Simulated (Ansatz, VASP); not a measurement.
**One calculation of Cu, two programs**

```
CELL_PARAMETERS angstrom
4.06536 0.00000 0.00000
-2.03268 3.52071 0.00000
0.00000 0.00000 2.44015
ATOMIC_POSITIONS crystal
Cu 0.00000 0.00000 0.00000
Cu 0.33333 0.66667 0.50000
Cu 0.66667 0.33333 0.50000
```

Alike in both runs: task single point; functional r2SCAN; k mesh 10 × 10 × 14; occupations fermi-dirac, width 0.1 eV; no spin polarisation.

|  | VASP | Ansatz |
| --- | --- | --- |
| version | VASP 6.6.1 | Ansatz 0.2.0 |
| potentials or method | VASP PAW PBE potentials, release 64 (Cu), cutoff 520 eV | plane waves (500 eV) with PAW, scalar-relativistic |
| valence electrons in the cell | 33 | 57 |

VASP gave:

| Quantity | Value |
| --- | --- |
| pressure (GPa) | 0.6 |
| traceless stress, the component that is largest in VASP (GPa) | -0.37 |

**Question.** What did Ansatz give for the same quantities?

**Answer.** Pressure (GPa): 0.0; traceless stress, the component that is largest in VASP (GPa): -0.29.

VASP's potentials were made for PBE, not for r2SCAN. VASP's potentials hold 33 valence electrons a cell and Ansatz's 57, so a difference there can come from the potentials and not from the codes.
